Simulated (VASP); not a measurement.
# Be12HC in VASP: further runs, part 2 of 2

VASP 6.6.1. The steps go on from the part before.

## 4. Single point, PBE+D3(BJ)

INCAR

```
SYSTEM = Be12HC
ALGO     = Normal         ! electronic algorithm
EDIFF    = 1E-6           ! SCF threshold, eV
ENCUT    = 520            ! plane-wave cutoff, eV
GGA      = PE             ! functional
ISIF     = 2              ! what is computed and relaxed
ISMEAR   = -1             ! smearing method
IVDW     = 12             ! dispersion correction
LASPH    = .True.         ! aspherical terms in the spheres
LCHARG   = .False.        ! write CHGCAR
LREAL    = .False.        ! projectors in reciprocal space
LWAVE    = .False.        ! write WAVECAR
NBANDS   = 28             ! bands
NELM     = 100            ! most SCF steps
PREC     = Accurate       ! precision mode
SIGMA    = 0.05           ! smearing width, eV
```

KPOINTS

```
k-points
0
Gamma
  3 3 1
  0 0 0
```

POSCAR

```
Be12HC
1.0
    4.5800000000      0.0000000000      0.0000000000
    2.2900000000      3.9663960000      0.0000000000
    0.0000000000      0.0000000000     18.5884300000
Be C H
12 1 1
Direct
    0.0000000000      0.0000000000      0.0537969048
    0.5000000000      0.0000000000      0.0537969048
   -0.0000002521      0.5000005042      0.0537969048
    0.4999997479      0.5000005042      0.0537969048
   -0.1413814100      0.2541601998      0.1949868816
    0.2892432821      0.4042208594      0.1581736596
   -0.1035730782      0.8098535799      0.1885850499
    0.2886054477      0.8071559169      0.2499565590
   -0.0110626065      0.2345706278      0.3758789742
    0.8753839048     -0.2159643162      0.3326908190
    0.2628501206      0.3133827283      0.2842090483
    0.4017366581      0.6150419676      0.3536769915
    0.5719234960      0.1917861958      0.3741467138
    0.6109594504      0.0215308809      0.4163181076
```

Potentials or basis: VASP PAW PBE potentials, release 64 (Be, C, H).

Command:

```sh
$ cat potpaw_PBE.64/Be/POTCAR potpaw_PBE.64/C/POTCAR potpaw_PBE.64/H/POTCAR > POTCAR
$ mpirun -np 1 vasp_std > vasp.out
```

OUTCAR:

```text
SYSTEM = Be12HC
   EDIFF = 1E-6
   ENCUT = 520
   GGA = PE
   ISIF = 2
   ISMEAR = -1
   IVDW = 12
   LASPH = .True.
   LREAL = .False.
   NELM = 100
   PREC = Accurate
 IVDW          = 12

 ion  position               nearest neighbor table
   1  0.000  0.000  0.054-   3 2.29   4 2.29   2 2.29   2 2.29   4 2.29   3 2.29
   2  0.500  0.000  0.054-   3 2.29   4 2.29   1 2.29   1 2.29   3 2.29   4 2.29
   3  1.000  0.500  0.054-   6 2.27   2 2.29   1 2.29   4 2.29   4 2.29   1 2.29   2 2.29
   4  0.500  0.500  0.054-   1 2.29   2 2.29   3 2.29   3 2.29   2 2.29   1 2.29   6 2.30
   5  0.859  0.254  0.195-   7 1.96   8 2.25
   6  0.289  0.404  0.158-   7 1.91   3 2.27   4 2.30
   7  0.896  0.810  0.189-   6 1.91   5 1.96   8 2.12
   8  0.289  0.807  0.250-  12 2.07   7 2.12   5 2.25  11 2.35
   9  0.989  0.235  0.376-  13 2.02  11 2.25
  10  0.875  0.784  0.333-  13 1.85  12 2.17  11 2.19
  11  0.263  0.313  0.284-  13 2.08  10 2.19  12 2.20   9 2.25   8 2.35
  12  0.402  0.615  0.354-  13 1.73   8 2.07  10 2.17  11 2.20
  13  0.572  0.192  0.374-  14 1.06  12 1.73  10 1.85   9 2.02  11 2.08
  14  0.611  0.022  0.416-  13 1.06

  LATTYP: Found a hexagonal cell.
 ALAT       =     4.5799996975
 C/A-ratio  =     4.0586094384

  Lattice vectors:

 A1 = (  -2.2900000000,  -3.9663960000,   0.0000000000)
 A2 = (   4.5800000000,   0.0000000000,   0.0000000000)
 A3 = (   0.0000000000,   0.0000000000,  18.5884300000)

Analysis of symmetry for initial positions (statically):
=====================================================================
 Subroutine PRICEL returns:
 Original cell was already a primitive cell.

 Routine SETGRP: Setting up the symmetry group for a
 hexagonal supercell.

 Subroutine GETGRP returns: Found  1 space group operations
 (whereof  1 operations were pure point group operations)
 out of a pool of 24 trial point group operations.

The static configuration has the point symmetry C_1 .

Analysis of symmetry for dynamics (positions and initial velocities):
=====================================================================
 Subroutine PRICEL returns:
 Original cell was already a primitive cell.

 Routine SETGRP: Setting up the symmetry group for a
 hexagonal supercell.

 Subroutine GETGRP returns: Found  1 space group operations
 (whereof  1 operations were pure point group operations)
 out of a pool of 24 trial point group operations.

The dynamic configuration has the point symmetry C_1 .

 Subroutine INISYM returns: Found  1 space group operations
 (whereof  1 operations are pure point group operations),
 and found     1 'primitive' translations

----------------------------------------------------------------------------------------

                                     Primitive cell

  volume of cell :     337.6792

  direct lattice vectors                    reciprocal lattice vectors
     4.580000000  0.000000000  0.000000000     0.218340611 -0.126059022  0.000000000
     2.290000000  3.966396000  0.000000000     0.000000000  0.252118044  0.000000000
[... 73 lines left out ...]
   total plane-waves  NPLWV = 181440
   dimension x,y,z NGX =    36 NGY =   36 NGZ =  140
   dimension x,y,z NGXF=    72 NGYF=   72 NGZF=  280
   ions per type =              12   1   1
   NGX,Y,Z   is equivalent  to a cutoff of  13.07, 13.07, 12.52 a.u.
   NGXF,Y,Z  is equivalent  to a cutoff of  26.13, 26.13, 25.04 a.u.
 SYSTEM =  Be12HC
   PREC   = accura    normal or accurate (medium, high low for compatibility)
   ISTART =      0    job   : 0-new  1-cont  2-samecut
   ICHARG =      2    charge: 1-file 2-atom 10-const
   ISPIN  =      1    spin polarized calculation?
   LNONCOLLINEAR =      F non collinear calculations
   LSORBIT =      F    spin-orbit coupling
   LASPH  =      T    aspherical Exc in radial PAW
   ENCUT  =  520.0 eV  38.22 Ry    6.18 a.u.   8.52  8.52 34.56*2*pi/ulx,y,z
   NELM   =    100;   NELMIN=  2; NELMDL= -5     # of ELM steps
   EDIFF  = 0.1E-05   stopping-criterion for ELM
   LREAL  =      F    real-space projection
   EDIFFG = 0.1E-04   stopping-criterion for IOM
   NSW    =      0    number of steps for IOM
   IBRION =     -1    ionic relax: 0-MD 1-quasi-New 2-CG
   NFREE  =      0    steps in history (QN), initial steepest desc. (CG)
   ISIF   =      2    stress and relaxation
   ISYM   =      2    0-nonsym 1-usesym 2-fastsym
   POTIM  = 0.5000    time-step for ionic-motion
   TEBEG  =    0.0;   TEEND  =   0.0 temperature during run
   PSTRESS=    0.0 pullay stress
   NELECT =      29.0000    total number of electrons
   NUPDOWN=      -1.0000    fix difference up-down
   EMIN   =  10.00;   EMAX   =-10.00  energy-range for DOS
   EFERMI =   0.00;   METHOD = LEGACY
   ISMEAR =    -1;   SIGMA  =   0.05  broadening in eV -4-tet -1-fermi 0-gaus
   EFERMI_NEDOS =   21; number of points for ismear=-14 and -15
   IALGO  =     38    algorithm
   IMIX   =      4    mixing-type and parameters
     AMIX     =   0.40;   BMIX     =  1.00
     AMIX_MAG =   1.60;   BMIX_MAG =  1.00
  volume/ion in A,a.u.               =      24.12       162.77
  Fermi-wavevector in a.u.,A,eV,Ry     =   0.722281  1.364913  7.098018  0.521690
  Thomas-Fermi vector in A             =   1.812203
   LORBIT       =      0    0 simple, 1 ext, 2 COOP (PROOUT), +10 PAW based schemes
   GGA     = PE    functional components
   LHFCALC =     F    Hartree Fock is set to
   AEXX    =    0.0000 exact exchange contribution
   IVDW    =    12    specifies the selected vdW correction
   LEPSILON=     F    determine dielectric tensor
   LRPA    =     F    only Hartree local field effects (RPA)
 non-spin polarized calculation
  energy-cutoff  :      520.00
  volume of cell :      337.68
 maximum number of plane-waves:      9171
 NGX is ok and might be reduce to    36
   NGX = 17   NGY = 17   NGZ = 69

 number of electron      29.0000000 magnetization

 Free energy of the ion-electron system (eV)
  ---------------------------------------------------
  ext. energy  EPLUGINS =         0.00000000
  ---------------------------------------------------
  free energy    TOTEN  =       -48.31917218 eV

  energy without entropy =      -48.29313057  energy(sigma->0) =      -48.30615138

 E-fermi :  -0.8403     XC(G=0):  -4.9891

 val. band max:       -0.8907904803   @ k =   0.0000   0.0000   0.0000
 cond. band min:      -0.7017619028   @ k =  -0.3333   0.3333   0.0000
 fundamental gap:      0.1890285775
 Fermi energy:        -0.8403303362

 k-point     1 :       0.0000    0.0000    0.0000
  band No.  band energies     occupation
      1     -13.1266      2.00000
      2      -8.6951      2.00000
      3      -7.7561      2.00000
      4      -6.2297      2.00000
      5      -4.8786      2.00000
      6      -4.2110      2.00000
[... 134 lines left out ...]
     25       4.4724      0.00000
     26       4.6110      0.00000
 [bands above 26 left out]

------------------------ aborting loop because EDIFF is reached ----------------------------------------

 Edisp (eV)   -2.32781

 E8    (eV) :    -0.8222

  FORCE on cell =-STRESS in cart. coord.  units (eV):
  Direction    XX          YY          ZZ          XY          YZ          ZX
  --------------------------------------------------------------------------------------
  -------------------------------------------------------------------------------------
  Total     -17.30871   -14.02241    -9.17737    -0.78669     0.27837    -1.58877
  in kB     -82.12419   -66.53173   -43.54363    -3.73259     1.32076    -7.53821
  external pressure =      -64.07 kB  Pullay stress =        0.00 kB

 VOLUME and BASIS-vectors are now :
 -----------------------------------------------------------------------------
  energy-cutoff  :      520.00
  volume of cell :      337.68
      direct lattice vectors                 reciprocal lattice vectors
     4.580000000  0.000000000  0.000000000     0.218340611 -0.126059022  0.000000000
     2.290000000  3.966396000  0.000000000     0.000000000  0.252118044  0.000000000
     0.000000000  0.000000000 18.588430000     0.000000000  0.000000000  0.053796905

 POSITION                                       TOTAL-FORCE (eV/Angst)
 -----------------------------------------------------------------------------------
      0.00000      0.00000      1.00000        -0.057482     -0.120197      0.540944
      2.29000      0.00000      1.00000         0.101343     -0.048849      0.237750
      5.72500      1.98320      1.00000        -0.092486      0.136822      0.858016
      3.43500      1.98320      1.00000         0.182252     -0.026083      0.109210
      4.51450      1.00810      3.62450         1.035162      1.935652      0.144906
      2.25040      1.60330      2.94020         0.879818     -1.736817      0.452539
      5.96020      3.21220      3.50550        -2.329441     -0.096667      0.108856
      3.17020      3.20150      4.64630        -0.065351      0.228345     -0.879665
      5.06650      0.93040      6.98700        -1.234597     -0.075336     -1.574364
      5.80470      3.10980      6.18420        -0.530104      1.044603     -0.703115
      1.92150      1.24300      5.28300         0.769574     -0.243213     -0.195617
      3.24840      2.43950      6.57430         0.644519     -1.256194      0.557738
      3.05860      0.76070      6.95480         1.763498      0.869590     -1.345003
      2.84750      0.08540      7.73870        -1.066704     -0.611656      1.687806
 -----------------------------------------------------------------------------------
    total drift:                                0.000028     -0.000057     -0.000050

  FREE ENERGIE OF THE ION-ELECTRON SYSTEM (eV)
  ---------------------------------------------------
  free  energy   TOTEN  =       -50.6469832600 eV

  energy  without entropy=      -50.6209416555  energy(sigma->0) =      -50.63396246
```

Run time: 72 s. Hardware: 1 thread of Intel Xeon Platinum 8375C at 2.90GHz (Ice Lake), shared host; peak memory 0.44 GiB.

What came out:

```yaml
Free_energy: -50.6470 eV
Largest_force: 2.382 eV/Å
Dispersion_energy_per_atom: -0.166 eV
```

Forces on the atoms (eV/Å):
```
Be  -0.057 -0.120  0.541
Be   0.101 -0.049  0.238
Be  -0.092  0.137  0.858
Be   0.182 -0.026  0.109
Be   1.035  1.936  0.145
Be   0.880 -1.737  0.453
Be  -2.329 -0.097  0.109
Be  -0.065  0.228 -0.880
Be  -1.235 -0.075 -1.574
Be  -0.530  1.045 -0.703
Be   0.770 -0.243 -0.196
Be   0.645 -1.256  0.558
C    1.763  0.870 -1.345
H   -1.067 -0.612  1.688
```

Levels at points of the mesh, in eV from the Fermi level:
```csv
k point,band 13,band 14,band 15,band 16,band 17,band 18
"(0.00, 0.00, 0.00)",-1.08,-0.58,-0.05,0.42,0.82,1.47
```

Caveat: the k points lie up to 0.53 Å⁻¹ apart.
